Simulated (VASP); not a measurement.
# Y (Fmmm) in VASP: notebook

The runs below take Y through single point, with r2SCAN.

Everything below comes from runs of VASP 6.6.1. Logs are shortened: lines on timing, memory, paths and dates and some standing lists are left out, and cuts for length are marked.

## Step 1: The cell of the first run

The structure is orthorhombic, space group Fmmm (No. 69). Conventional cell: a = 4.659 Å, b = 4.970 Å, c = 5.281 Å, α = 90.00°, β = 90.00°, γ = 90.00°. Within 4.7 Å of Y (site symmetry mmm) lie 14 Y at 3.41 to 4.66 Å.

## Step 2: Single point, r2SCAN (strain +0.0625 x Voigt [1, -1, 0, 0, 0, 0])

File POSCAR:

```
Y
1.0
    0.0000000000      2.3296875000      2.4850000000
    2.6403125000      0.0000000000      2.4850000000
    2.6403125000      2.3296875000      0.0000000000
Y
1
Direct
    0.0000000000      0.0000000000      0.0000000000
```

File INCAR.step1:

```
PREC     = Accurate       # precision mode
ENCUT    = 520            # plane-wave cutoff, eV
ISMEAR   = 0              # smearing method
SIGMA    = 0.15           # smearing width, eV
LREAL    = False          # projectors in reciprocal space
LASPH    = True           # aspherical terms in the spheres
NELM     = 60             # most SCF steps
NBANDS   = 12             # bands
GGA      = PE             # functional
ALGO     = Normal         # electronic algorithm
EDIFF    = 1E-4           # SCF threshold, eV
LWAVE    = True           # write WAVECAR
LCHARG   = False          # write CHGCAR
```

File INCAR.step2:

```
PREC     = Accurate       # precision mode
ENCUT    = 520            # plane-wave cutoff, eV
EDIFF    = 1E-6           # SCF threshold, eV
ISMEAR   = 0              # smearing method
SIGMA    = 0.15           # smearing width, eV
LREAL    = False          # projectors in reciprocal space
LASPH    = True           # aspherical terms in the spheres
NELM     = 60             # most SCF steps
ALGO     = Normal         # electronic algorithm
ISIF     = 2              # what is computed and relaxed
LWAVE    = False          # write WAVECAR
LCHARG   = False          # write CHGCAR
METAGGA  = R2SCAN         # meta-GGA
LMIXTAU  = True         
NBANDS   = 12             # bands
ISTART   = 1
```

File KPOINTS:

```
Automatic mesh
0
Gamma
  16 16 16
```

Potentials or basis: VASP PAW PBE potentials, release 64 (Y_sv).

On the command line:

```bash
$ cat potpaw_PBE.64/Y_sv/POTCAR > POTCAR
$ cp INCAR.step1 INCAR
$ mpirun -np 1 vasp_std > vasp.out
$ cp INCAR.step2 INCAR
$ mpirun -np 1 vasp_std > vasp.out
```

OUTCAR:

```text
PREC = Accurate
   ENCUT = 520
   EDIFF = 1E-6
   ISMEAR = 0
   LREAL = False
   LASPH = True
   NELM = 60
   ISIF = 2
   METAGGA = R2SCAN
   ISTART = 1

 ion  position               nearest neighbor table
   1  0.000  0.000  0.000-

  LATTYP: Found a face centered orthorhombic cell.
 ALAT       =     4.6593750000
 B/A-ratio  =     1.0666666667
 C/A-ratio  =     1.1333333333

  Lattice vectors:

 A1 = (  -2.6403125000,   0.0000000000,  -2.4850000000)
 A2 = (  -2.6403125000,   2.3296875000,   0.0000000000)
 A3 = (   0.0000000000,   2.3296875000,  -2.4850000000)

Analysis of symmetry for initial positions (statically):
=====================================================================
 Subroutine PRICEL returns:
 Original cell was already a primitive cell.

 Routine SETGRP: Setting up the symmetry group for a
 face centered orthorhombic supercell.

 Subroutine GETGRP returns: Found  8 space group operations
 (whereof  8 operations were pure point group operations)
 out of a pool of  8 trial point group operations.

The static configuration has the point symmetry D_2h.

Analysis of symmetry for dynamics (positions and initial velocities):
=====================================================================
 Subroutine PRICEL returns:
 Original cell was already a primitive cell.

 Routine SETGRP: Setting up the symmetry group for a
 face centered orthorhombic supercell.

 Subroutine GETGRP returns: Found  8 space group operations
 (whereof  8 operations were pure point group operations)
 out of a pool of  8 trial point group operations.

The dynamic configuration has the point symmetry D_2h.

 Subroutine INISYM returns: Found  8 space group operations
 (whereof  8 operations are pure point group operations),
 and found     1 'primitive' translations

----------------------------------------------------------------------------------------

                                     Primitive cell

  volume of cell :      30.5710

  direct lattice vectors                    reciprocal lattice vectors
     0.000000000  2.329687500  2.485000000    -0.189371523  0.214621060  0.201207243
     2.640312500  0.000000000  2.485000000     0.189371523 -0.214621060  0.201207243
     2.640312500  2.329687500  0.000000000     0.189371523  0.214621060 -0.201207243

  length of vectors
     3.406269051  3.625806820  3.521177920     0.349868730  0.349868730  0.349868730

  position of ions in fractional coordinates (direct lattice)
     0.000000000  0.000000000  0.000000000

  ion indices of the primitive-cell ions
   primitive index   ion index
                 1           1

----------------------------------------------------------------------------------------

 KPOINTS: Automatic mesh

Automatic generation of k-mesh.
 Grid dimensions read from file:
 generate k-points for:   16   16   16

 Generating k-lattice:

  Cartesian coordinates                     Fractional coordinates (reciprocal lattice)
    -0.011835720  0.013413816  0.012575453     0.062500000  0.000000000  0.000000000
     0.011835720 -0.013413816  0.012575453     0.000000000  0.062500000 -0.000000000
     0.011835720  0.013413816 -0.012575453     0.000000000 -0.000000000  0.062500000

  Length of vectors
     0.021866796  0.021866796  0.021866796

  Shift w.r.t. Gamma in fractional coordinates (k-lattice)
     0.000000000  0.000000000  0.000000000

 Subroutine IBZKPT returns following result:
 ===========================================

 Found    621 irreducible k-points:

 Following reciprocal coordinates:
            Coordinates               Weight
  0.000000  0.000000  0.000000      1.000000
  0.062500  0.000000  0.000000      8.000000
  0.125000  0.000000  0.000000      8.000000
  0.187500  0.000000  0.000000      8.000000
  0.250000  0.000000  0.000000      8.000000
  0.312500  0.000000  0.000000      8.000000
[... 16 lines left out ...]
 -0.125000  0.062500  0.000000      8.000000
 -0.062500  0.062500  0.000000      4.000000
 [... further k-points ...]
   k-points           NKPTS =    621   k-points in BZ     NKDIM =    621   number of bands    NBANDS=     12
   number of dos      NEDOS =    301   number of ions     NIONS =      1
   total plane-waves  NPLWV =  21952
   dimension x,y,z NGX =    28 NGY =   28 NGZ =   28
   dimension x,y,z NGXF=    56 NGYF=   56 NGZF=   56
   ions per type =               1
   NGX,Y,Z   is equivalent  to a cutoff of  13.67, 12.84, 13.22 a.u.
   NGXF,Y,Z  is equivalent  to a cutoff of  27.33, 25.68, 26.44 a.u.
 SYSTEM =  unknown system
   PREC   = accura    normal or accurate (medium, high low for compatibility)
   ISTART =      1    job   : 0-new  1-cont  2-samecut
   ICHARG =      0    charge: 1-file 2-atom 10-const
   ISPIN  =      1    spin polarized calculation?
   LNONCOLLINEAR =      F non collinear calculations
   LSORBIT =      F    spin-orbit coupling
   LASPH  =      T    aspherical Exc in radial PAW
   ENCUT  =  520.0 eV  38.22 Ry    6.18 a.u.   6.33  6.74  6.55*2*pi/ulx,y,z
   NELM   =     60;   NELMIN=  2; NELMDL=  0     # of ELM steps
   EDIFF  = 0.1E-05   stopping-criterion for ELM
   LREAL  =      F    real-space projection
   EDIFFG = 0.1E-04   stopping-criterion for IOM
   NSW    =      0    number of steps for IOM
   IBRION =     -1    ionic relax: 0-MD 1-quasi-New 2-CG
   NFREE  =      0    steps in history (QN), initial steepest desc. (CG)
   ISIF   =      2    stress and relaxation
   ISYM   =      2    0-nonsym 1-usesym 2-fastsym
   POTIM  = 0.5000    time-step for ionic-motion
   TEBEG  =    0.0;   TEEND  =   0.0 temperature during run
   PSTRESS=    0.0 pullay stress
   NELECT =      11.0000    total number of electrons
   NUPDOWN=      -1.0000    fix difference up-down
   EMIN   =  10.00;   EMAX   =-10.00  energy-range for DOS
   EFERMI =   0.00;   METHOD = LEGACY
   ISMEAR =     0;   SIGMA  =   0.15  broadening in eV -4-tet -1-fermi 0-gaus
   EFERMI_NEDOS =   21; number of points for ismear=-14 and -15
   IALGO  =     38    algorithm
   IMIX   =      4    mixing-type and parameters
     AMIX     =   0.40;   BMIX     =  1.00
     AMIX_MAG =   1.60;   BMIX_MAG =  1.00
  volume/ion in A,a.u.               =      30.57       206.30
  Fermi-wavevector in a.u.,A,eV,Ry     =   1.164401  2.200399 18.447185  1.355830
  Thomas-Fermi vector in A             =   2.300939
   LORBIT       =      0    0 simple, 1 ext, 2 COOP (PROOUT), +10 PAW based schemes
   METAGGA = R2SCAN    functional components
   LHFCALC =     F    Hartree Fock is set to
   AEXX    =    0.0000 exact exchange contribution
   IVDW    =     0    specifies the selected vdW correction
   LEPSILON=     F    determine dielectric tensor
   LRPA    =     F    only Hartree local field effects (RPA)
 non-spin polarized calculation
 Gauss-broadening in eV      SIGMA  =   0.15
  energy-cutoff  :      520.00
  volume of cell :       30.57
 maximum number of plane-waves:       841
 NGX is ok and might be reduce to    28
   NGX = 13   NGY = 13   NGZ = 13

 number of electron      11.0000000 magnetization

 Free energy of the ion-electron system (eV)
  ---------------------------------------------------
  ext. energy  EPLUGINS =         0.00000000
  ---------------------------------------------------
  free energy    TOTEN  =       -20.18986807 eV

  energy without entropy =      -20.17255460  energy(sigma->0) =      -20.18121133

 E-fermi :   3.4659     XC(G=0): -10.3778

 val. band max:        3.4656613772   @ k =   0.1875  -0.4375   0.1250
 cond. band min:       3.4677864853   @ k =  -0.3750  -0.0000   0.1875
 fundamental gap:      0.0021251081
 Fermi energy:         3.4659001941

 k-point     1 :       0.0000    0.0000    0.0000
  band No.  band energies     occupation
      1     -40.5842      2.00000
      2     -19.5713      2.00000
      3     -19.5664      2.00000
      4     -19.5555      2.00000
      5      -1.6145      2.00000
      6       5.1234      0.00000
      7       5.6725      0.00000
      8       6.1173      0.00000
      9       7.1135      0.00000
     10       8.4053      0.00000
     11      13.0911      0.00000
     12      15.4615      0.00000

 k-point     2 :       0.0625    0.0000    0.0000
  band No.  band energies     occupation
      1     -40.5806      2.00000
      2     -19.5970      2.00000
      3     -19.5705      2.00000
      4     -19.5627      2.00000
      5      -1.5053      2.00000
      6       5.1261      0.00000
      7       5.6467      0.00000
      8       6.0933      0.00000
      9       7.0793      0.00000
     10       8.3191      0.00000
     11      13.3541      0.00000
     12      15.5398      0.00000

 k-point     3 :       0.1250    0.0000    0.0000
  band No.  band energies     occupation
      1     -40.5704      2.00000
      2     -19.6808      2.00000
      3     -19.5801      2.00000
      4     -19.5739      2.00000
      5      -1.1891      2.00000
      6       5.0187      0.00000
      7       5.5656      0.00000
      8       6.1485      0.00000
      9       7.0477      0.00000
     10       8.1150      0.00000
     11      13.9896      0.00000
     12      15.3198      0.00000

 k-point     4 :       0.1875    0.0000    0.0000
  band No.  band energies     occupation
      1     -40.5552      2.00000
      2     -19.8049      2.00000
      3     -19.6024      2.00000
      4     -19.5813      2.00000
      5      -0.7007      2.00000
      6       4.6866      0.00000
      7       5.5043      0.00000
      8       6.2841      0.00000
      9       7.1831      0.00000
     10       7.9318      0.00000
     11      14.0941      0.00000
     12      15.3494      0.00000

 k-point     5 :       0.2500    0.0000    0.0000
  band No.  band energies     occupation
      1     -40.5371      2.00000
      2     -19.9479      2.00000
      3     -19.6290      2.00000
      4     -19.5895      2.00000
      5      -0.1021      2.00000
      6       4.3116      0.00000
      7       5.3772      0.00000
      8       6.3415      0.00000
      9       7.5843      0.00000
     10       7.9477      0.00000
     11      13.4241      0.00000
     12      15.8531      0.00000
[... 228 lines left out ...]
      1     -40.5288      2.00000
      2     -19.9906      2.00000
      3     -19.6597      2.00000
      4     -19.5977      2.00000
      5       0.1932      2.00000
      6       4.1662      0.00000
      7       5.2653      0.00000
      8       6.3352      0.00000
      9       7.5124      0.00000
     10       8.3492      0.00000
     11      13.3891      0.00000
     12      15.8988      0.00000

 k-point    22 :      -0.1875    0.0625    0.0000
  band No.  band energies     occupation
      1     -40.5470      2.00000
      2     -19.8514      2.00000
      3     -19.6340      2.00000
      4     -19.5863      2.00000
      5      -0.4202      2.00000
      6       4.4839      0.00000
      7       5.4863      0.00000
      8       6.2773      0.00000
      9       7.1855      0.00000
     10       8.0912      0.00000
     11      14.0702      0.00000
     12      15.6579      0.00000

 k-point    23 :      -0.1250    0.0625    0.0000
  band No.  band energies     occupation
      1     -40.5631      2.00000
      2     -19.7250      2.00000
      3     -19.6094      2.00000
      4     -19.5757      2.00000
      5      -0.9504      2.00000
      6       4.8086      0.00000
      7       5.6856      0.00000
      8       6.0860      0.00000
      9       7.0129      0.00000
     10       8.1335      0.00000
     11      14.4237      0.00000
     12      15.1577      0.00000

 k-point    24 :      -0.0625    0.0625    0.0000
  band No.  band energies     occupation
      1     -40.5749      2.00000
      2     -19.6342      2.00000
      3     -19.5878      2.00000
      4     -19.5675      2.00000
      5      -1.3260      2.00000
      6       5.0194      0.00000
      7       5.7690      0.00000
      8       5.9909      0.00000
      9       7.0060      0.00000
     10       8.2698      0.00000
     11      13.7661      0.00000
     12      15.5038      0.00000

 [... further k-points ...]

------------------------ aborting loop because EDIFF is reached ----------------------------------------

  FORCE on cell =-STRESS in cart. coord.  units (eV):
  Direction    XX          YY          ZZ          XY          YZ          ZX
  --------------------------------------------------------------------------------------
  -------------------------------------------------------------------------------------
  Total        0.4746899      0.8865072      0.7305167      0.0000000      0.0000000      0.0000000
  in kB       24.8777537     46.4604557     38.2852354      0.0000000      0.0000000      0.0000000
  external PRESSURE =      36.5411483 kB  Pullay stress =       0.0000000 kB

 VOLUME and BASIS-vectors are now :
 -----------------------------------------------------------------------------
  energy-cutoff  :      520.00
  volume of cell :       30.57
      direct lattice vectors                 reciprocal lattice vectors
     0.000000000  2.329687500  2.485000000    -0.189371523  0.214621060  0.201207243
     2.640312500  0.000000000  2.485000000     0.189371523 -0.214621060  0.201207243
     2.640312500  2.329687500  0.000000000     0.189371523  0.214621060 -0.201207243

 POSITION                                       TOTAL-FORCE (eV/Angst)
 -----------------------------------------------------------------------------------
      0.00000      0.00000      0.00000         0.000000     -0.000000      0.000000
 -----------------------------------------------------------------------------------
    total drift:                               -0.000000     -0.000000     -0.000000

  FREE ENERGIE OF THE ION-ELECTRON SYSTEM (eV)
  ---------------------------------------------------
  free  energy   TOTEN  =       -20.1898680658 eV

  energy  without entropy=      -20.1725545988  energy(sigma->0) =      -20.18121133
```

It took 5.8 min on 1 thread of Intel Xeon 6975P-C (Granite Rapids), shared host; peak memory 0.39 GiB.

What came out:

- Free energy: -20.1899 eV
- Pressure: 3.7 GPa
- Band gap on the k mesh: zero (an odd number of electrons rules out a gap without spin polarisation)

Stress tensor (GPa, compression positive):
```
2.49 0.00 0.00
0.00 4.65 0.00
0.00 0.00 3.83
```

Caveat: the cell differs from its parent crystal (strain +0.0625 x Voigt [1, -1, 0, 0, 0, 0]); the cell stands under pressure; the PAW data sets were made with another functional, which shifts forces and pressure a little.

(Continued in part 2 of 2.)
